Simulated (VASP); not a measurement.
# Hf (R-3m) in VASP: notebook

Hf is run at these levels: PBE; tasks: electric field gradients.

Program: VASP 6.6.1. These are calculated values, not measurements. Logs are shortened: lines on timing, memory, paths and dates and some standing lists are left out, and cuts for length are marked.

### 1 The cell of the first run

The structure is trigonal, space group R-3m (No. 166). Conventional cell: a = 3.187 Å, b = 3.187 Å, c = 7.460 Å, α = 90.00°, β = 90.00°, γ = 120.00°. Hf (site symmetry -3m) has 12 Hf at 3.09 to 3.19 Å within 4.1 Å.

### 2 Electric field gradients, PBE (equal xy, yz and zx shear strains of -3 %)

INCAR reads:

```
PREC = Accurate ; ENCUT = 520
EDIFF = 1E-8 ; ISMEAR = -1
SIGMA = 0.03 ; LREAL = False
LASPH = True ; NELM = 60
ALGO = Normal ; ISIF = 2
LWAVE = False ; LCHARG = False
GGA = PE ; LEFG = True
NBANDS = 11
```

KPOINTS reads:

```
regular mesh
0
Gamma
  13 13 13
```

POSCAR reads:

```
Hf
1.0
   -0.0666000000      2.1867000000      2.1867000000
    2.1867000000     -0.0666000000      2.1867000000
    2.1867000000      2.1867000000     -0.0666000000
Hf
1
Direct
    0.0000000000      0.0000000000      0.0000000000
```

Potentials or basis: VASP PAW PBE potentials, release 64 (Hf_pv).

The run is started by

```bash
$ cat potpaw_PBE.64/Hf_pv/POTCAR > POTCAR
$ mpirun -np 1 vasp_std > vasp.out
```

OUTCAR:

```text
PREC = Accurate
   ENCUT = 520
   EDIFF = 1E-8
   ISMEAR = -1
   LREAL = False
   LASPH = True
   NELM = 60
   ISIF = 2
   GGA = PE

 ion  position               nearest neighbor table
   1  0.000  0.000  0.000-

  LATTYP: Found a trigonal (rhomboedric) cell.
 ALAT       =     3.0931778707
 COS(alpha) =     0.4693254694

  Lattice vectors:

 A1 = (  -0.0666000000,   2.1867000000,   2.1867000000)
 A2 = (   2.1867000000,  -0.0666000000,   2.1867000000)
 A3 = (   2.1867000000,   2.1867000000,  -0.0666000000)

Analysis of symmetry for initial positions (statically):
=====================================================================
 Subroutine PRICEL returns:
 Original cell was already a primitive cell.

 Routine SETGRP: Setting up the symmetry group for a
 trigonal (rhombohedral) supercell.

 Subroutine GETGRP returns: Found 12 space group operations
 (whereof 12 operations were pure point group operations)
 out of a pool of 12 trial point group operations.

The static configuration has the point symmetry D_3d.

Analysis of symmetry for dynamics (positions and initial velocities):
=====================================================================
 Subroutine PRICEL returns:
 Original cell was already a primitive cell.

 Routine SETGRP: Setting up the symmetry group for a
 trigonal (rhombohedral) supercell.

 Subroutine GETGRP returns: Found 12 space group operations
 (whereof 12 operations were pure point group operations)
 out of a pool of 12 trial point group operations.

The dynamic configuration has the point symmetry D_3d.

 Subroutine INISYM returns: Found 12 space group operations
 (whereof 12 operations are pure point group operations),
 and found     1 'primitive' translations

----------------------------------------------------------------------------------------

                                     Primitive cell

  volume of cell :      21.8672

  direct lattice vectors                    reciprocal lattice vectors
    -0.066600000  2.186700000  2.186700000    -0.218465380  0.225328167  0.225328167
     2.186700000 -0.066600000  2.186700000     0.225328167 -0.218465380  0.225328167
     2.186700000  2.186700000 -0.066600000     0.225328167  0.225328167 -0.218465380
[... 118 lines left out ...]

 number of electron      10.0000000 magnetization

 number of electron       9.9999999 magnetization

 Free energy of the ion-electron system (eV)
  ---------------------------------------------------
  ext. energy  EPLUGINS =         0.00000000
  ---------------------------------------------------
  free energy    TOTEN  =        -9.83651477 eV

  energy without entropy =       -9.83230890  energy(sigma->0) =       -9.83441184

 E-fermi :   4.9049     XC(G=0): -11.3882

 val. band max:        4.8891812776   @ k =  -0.3077   0.3077   0.0769
 cond. band min:       4.9128329797   @ k =  -0.1538   0.4615   0.1538
 fundamental gap:      0.0236517021
 Fermi energy:         4.9048921957

 k-point     1 :       0.0000    0.0000    0.0000
  band No.  band energies     occupation
      1     -25.0482      2.00000
      2     -25.0482      2.00000
      3     -24.9870      2.00000
      4      -2.3860      2.00000
      5       6.0490      0.00000
      6       6.0490      0.00000
      7       6.8068      0.00000
      8       9.2204      0.00000
      9       9.2204      0.00000
     10      16.2824      0.00000
     11      18.0500      0.00000
[... 309 lines left out ...]
 k-point    24 :       0.4615    0.1538    0.0000
  band No.  band energies     occupation
      1     -25.8021      2.00000
      2     -25.2350      2.00000
      3     -25.1626      2.00000
      4       1.6659      2.00000
      5       4.3403      2.00000
      6       5.4713      0.00000
      7       7.1592      0.00000
      8      10.8535      0.00000
      9      11.5165      0.00000
     10      14.6848      0.00000
     11      17.9695      0.00000

 [... further k-points ...]
[... 5 lines left out ...]
  --------------------------------------------------------------------------------------
  -------------------------------------------------------------------------------------
  Total        0.4014583      0.4014583      0.4014583      0.3035600      0.3035600      0.3035600
  in kB       29.4142839     29.4142839     29.4142839     22.2414157     22.2414157     22.2414157
  external PRESSURE =      29.4142839 kB  Pullay stress =       0.0000000 kB

 VOLUME and BASIS-vectors are now :
 -----------------------------------------------------------------------------
  energy-cutoff  :      520.00
  volume of cell :       21.87
      direct lattice vectors                 reciprocal lattice vectors
    -0.066600000  2.186700000  2.186700000    -0.218465380  0.225328167  0.225328167
     2.186700000 -0.066600000  2.186700000     0.225328167 -0.218465380  0.225328167
     2.186700000  2.186700000 -0.066600000     0.225328167  0.225328167 -0.218465380

 POSITION                                       TOTAL-FORCE (eV/Angst)
 -----------------------------------------------------------------------------------
      0.00000      0.00000      0.00000         0.000000      0.000000     -0.000000
 -----------------------------------------------------------------------------------
    total drift:                               -0.000000      0.000000      0.000000

  FREE ENERGIE OF THE ION-ELECTRON SYSTEM (eV)
  ---------------------------------------------------
  free  energy   TOTEN  =        -9.8365147684 eV

  energy  without entropy=       -9.8323089047  energy(sigma->0) =       -9.83441184

 Electric field gradients (V/A^2)
---------------------------------------------------------------------
 ion       V_xx      V_yy      V_zz      V_xy      V_xz      V_yz
---------------------------------------------------------------------
   1       0.000    -0.000     0.000    28.869    28.869    28.869
---------------------------------------------------------------------

 Electric field gradients after diagonalization (V/A^2)
 (convention: |V_zz| > |V_xx| > |V_yy|)
----------------------------------------------------------------------
 ion       V_xx      V_yy      V_zz     asymmetry (V_yy - V_xx)/ V_zz
----------------------------------------------------------------------
   1     -28.869   -28.869    57.737       0.000
----------------------------------------------------------------------

           NMR quadrupolar parameters

 Cq : quadrupolar parameter    Cq=e*Q*V_zz/h
 eta: asymmetry parameters     (V_yy - V_xx)/ V_zz
 Q  : nuclear electric quadrupole moment in mb (millibarn)
----------------------------------------------------------------------
 ion       Cq(MHz)       eta       Q (mb)
----------------------------------------------------------------------
   1       0.140       0.000       1.000
----------------------------------------------------------------------
```

OSZICAR:

```text
N       E                     dE             d eps       ncg     rms          rms(c)
DAV:   1     0.132304356730E+02    0.13230E+02   -0.56714E+03  5122   0.843E+02
DAV:   2    -0.971544631839E+01   -0.22946E+02   -0.22254E+02  6327   0.156E+02
DAV:   3    -0.101572431777E+02   -0.44180E+00   -0.43650E+00  6442   0.149E+01
DAV:   4    -0.101589482124E+02   -0.17050E-02   -0.17047E-02  5802   0.109E+00
DAV:   5    -0.101589572267E+02   -0.90143E-05   -0.90140E-05  6340   0.714E-02    0.465E+01
DAV:   6    -0.991975349010E+01    0.23920E+00   -0.20058E-01  5781   0.338E+00    0.275E+01
DAV:   7    -0.984007718929E+01    0.79676E-01   -0.30743E-01  5985   0.405E+00    0.139E+00
DAV:   8    -0.983648207697E+01    0.35951E-02   -0.22342E-02  5768   0.103E+00    0.278E-01
DAV:   9    -0.983651382523E+01   -0.31748E-04   -0.36731E-04  6148   0.152E-01    0.611E-02
DAV:  10    -0.983651473259E+01   -0.90736E-06   -0.18024E-05  5868   0.342E-02    0.421E-02
DAV:  11    -0.983651480226E+01   -0.69666E-07   -0.25386E-06  6130   0.121E-02    0.306E-03
DAV:  12    -0.983651482852E+01   -0.26267E-07   -0.45558E-08  6115   0.203E-03    0.325E-03
DAV:  13    -0.983651476804E+01    0.60487E-07   -0.10287E-09  3786   0.280E-04    0.354E-04
DAV:  14    -0.983651476837E+01   -0.33538E-09   -0.13334E-10  3438   0.114E-04
   1 F= -.98365148E+01 E0= -.98344118E+01  d E =-.420586E-02
```

Run time: 23 s. Hardware: 1 thread of Intel Xeon Platinum 8488C (Sapphire Rapids), shared host; peak memory 0.17 GiB.

Results:

```yaml
Free_energy: -9.8365 eV
Pressure: 2.9 GPa
Band_gap_on_the_k_mesh: zero (band 5 reaches 6.18 eV, above the bottom of band 6 at 4.32 eV)
```

Levels at points of the mesh, in eV from the Fermi level:
```tsv
k point	band 1	band 2	band 3	band 4	band 5	band 6	band 7	band 8	band 9	band 10
(0.00, 0.00, 0.00)	-29.95	-29.95	-29.89	-7.29	1.14	1.14	1.90	4.32	4.32	11.38
```

Electric field gradients, principal values (V/Å²):
| atom | least | middle | greatest (by size) |
| --- | --- | --- | --- |
| 1 Hf | -28.869 | -28.869 | 57.737 |

Caveat: the cell differs from its parent crystal (equal xy, yz and zx shear strains of -3 %); without QUAD_EFG the Cq values of the log hold for a quadrupole moment of 1 mb, not for the nuclei; spin-orbit coupling is left out, which moves the levels of the heavy elements.

### 3 Electric field gradients, PBE (equal xy, yz and zx shear strains of -3 %)

INCAR reads:

```
SYSTEM = Hf
  PREC = Accurate
  ENCUT = 520
  EDIFF = 1E-8
  ISMEAR = -1
  SIGMA = 0.03
  LREAL = .False.
  LASPH = .True.
  NELM = 60
  ALGO = Normal
  ISIF = 2
  LWAVE = .False.
  LCHARG = .False.
  GGA = PE
  LEFG = .True.
  NBANDS = 11
```

KPOINTS reads:

```
Automatic mesh
0
Gamma
  13 13 13
  0 0 0
```

POSCAR is that of step 2.

Potentials or basis: VASP PAW PBE potentials, release 64 (Hf_pv).

The run is started by

```bash
$ cat potpaw_PBE.64/Hf_pv/POTCAR > POTCAR
$ mpirun -np 1 vasp_std > vasp.out
```

OUTCAR:

```text
SYSTEM = Hf
   PREC = Accurate
   ENCUT = 520
   EDIFF = 1E-8
   ISMEAR = -1
   LREAL = .False.
   LASPH = .True.
   NELM = 60
   ISIF = 2
   GGA = PE

 ion  position               nearest neighbor table
   1  0.000  0.000  0.000-

  LATTYP: Found a trigonal (rhomboedric) cell.
 ALAT       =     3.0931778707
 COS(alpha) =     0.4693254694

  Lattice vectors:

 A1 = (  -0.0666000000,   2.1867000000,   2.1867000000)
 A2 = (   2.1867000000,  -0.0666000000,   2.1867000000)
 A3 = (   2.1867000000,   2.1867000000,  -0.0666000000)

Analysis of symmetry for initial positions (statically):
=====================================================================
 Subroutine PRICEL returns:
 Original cell was already a primitive cell.

 Routine SETGRP: Setting up the symmetry group for a
 trigonal (rhombohedral) supercell.

 Subroutine GETGRP returns: Found 12 space group operations
 (whereof 12 operations were pure point group operations)
 out of a pool of 12 trial point group operations.

The static configuration has the point symmetry D_3d.

Analysis of symmetry for dynamics (positions and initial velocities):
=====================================================================
 Subroutine PRICEL returns:
 Original cell was already a primitive cell.

 Routine SETGRP: Setting up the symmetry group for a
 trigonal (rhombohedral) supercell.

 Subroutine GETGRP returns: Found 12 space group operations
 (whereof 12 operations were pure point group operations)
 out of a pool of 12 trial point group operations.

The dynamic configuration has the point symmetry D_3d.

[... 153 lines left out ...]
  band No.  band energies     occupation
      1     -25.0482      2.00000
      2     -25.0482      2.00000
      3     -24.9870      2.00000
      4      -2.3860      2.00000
      5       6.0490      0.00000
      6       6.0490      0.00000
      7       6.8068      0.00000
      8       9.2204      0.00000
      9       9.2204      0.00000
     10      16.2824      0.00000
     11      18.0500      0.00000
[... 309 lines left out ...]
 k-point    24 :       0.4615    0.1538    0.0000
  band No.  band energies     occupation
      1     -25.8021      2.00000
      2     -25.2350      2.00000
      3     -25.1626      2.00000
      4       1.6659      2.00000
      5       4.3403      2.00000
      6       5.4713      0.00000
      7       7.1592      0.00000
      8      10.8535      0.00000
      9      11.5165      0.00000
     10      14.6848      0.00000
     11      17.9695      0.00000

 [... further k-points ...]
[... 5 lines left out ...]
  --------------------------------------------------------------------------------------
  -------------------------------------------------------------------------------------
  Total        0.4014583      0.4014583      0.4014583      0.3035600      0.3035600      0.3035600
  in kB       29.4142839     29.4142839     29.4142839     22.2414157     22.2414157     22.2414157
  external PRESSURE =      29.4142839 kB  Pullay stress =       0.0000000 kB

 VOLUME and BASIS-vectors are now :
 -----------------------------------------------------------------------------
  energy-cutoff  :      520.00
  volume of cell :       21.87
      direct lattice vectors                 reciprocal lattice vectors
    -0.066600000  2.186700000  2.186700000    -0.218465380  0.225328167  0.225328167
     2.186700000 -0.066600000  2.186700000     0.225328167 -0.218465380  0.225328167
     2.186700000  2.186700000 -0.066600000     0.225328167  0.225328167 -0.218465380

 POSITION                                       TOTAL-FORCE (eV/Angst)
 -----------------------------------------------------------------------------------
      0.00000      0.00000      0.00000         0.000000      0.000000     -0.000000
 -----------------------------------------------------------------------------------
    total drift:                               -0.000000      0.000000      0.000000

  FREE ENERGIE OF THE ION-ELECTRON SYSTEM (eV)
  ---------------------------------------------------
  free  energy   TOTEN  =        -9.8365147684 eV

  energy  without entropy=       -9.8323089047  energy(sigma->0) =       -9.83441184

 Electric field gradients (V/A^2)
---------------------------------------------------------------------
 ion       V_xx      V_yy      V_zz      V_xy      V_xz      V_yz
---------------------------------------------------------------------
   1       0.000    -0.000     0.000    28.869    28.869    28.869
---------------------------------------------------------------------

 Electric field gradients after diagonalization (V/A^2)
 (convention: |V_zz| > |V_xx| > |V_yy|)
----------------------------------------------------------------------
 ion       V_xx      V_yy      V_zz     asymmetry (V_yy - V_xx)/ V_zz
----------------------------------------------------------------------
   1     -28.869   -28.869    57.737       0.000
----------------------------------------------------------------------

           NMR quadrupolar parameters

 Cq : quadrupolar parameter    Cq=e*Q*V_zz/h
 eta: asymmetry parameters     (V_yy - V_xx)/ V_zz
 Q  : nuclear electric quadrupole moment in mb (millibarn)
----------------------------------------------------------------------
 ion       Cq(MHz)       eta       Q (mb)
----------------------------------------------------------------------
   1       0.140       0.000       1.000
----------------------------------------------------------------------
```

stdout:

```text
POSCAR found type information on POSCAR Hf
 POSCAR found :  1 types and       1 ions
 scaLAPACK will be used
 LDA part: xc-table for (Slater+PW92), standard interpolation
 POSCAR, INCAR and KPOINTS ok, starting setup
 FFT: planning ... GRIDC
 FFT: planning ... GRID_SOFT
 FFT: planning ... GRID
 WAVECAR not read
 entering main loop
ion   1
```

Wall time 27 s (1 thread of Intel Xeon Platinum 8488C (Sapphire Rapids), shared host); peak memory 0.18 GiB.

What came out:

```yaml
Free_energy: -9.8365 eV
Pressure: 2.9 GPa
Band_gap_on_the_k_mesh: zero (band 5 reaches 6.18 eV, above the bottom of band 6 at 4.32 eV)
```

Electric field gradients, principal values (V/Å²):
| atom | least | middle | greatest (by size) |
| --- | --- | --- | --- |
| 1 Hf | -28.869 | -28.869 | 57.737 |

Caveat: the cell differs from its parent crystal (equal xy, yz and zx shear strains of -3 %); without QUAD_EFG the Cq values of the log hold for a quadrupole moment of 1 mb, not for the nuclei; spin-orbit coupling is left out, which moves the levels of the heavy elements.
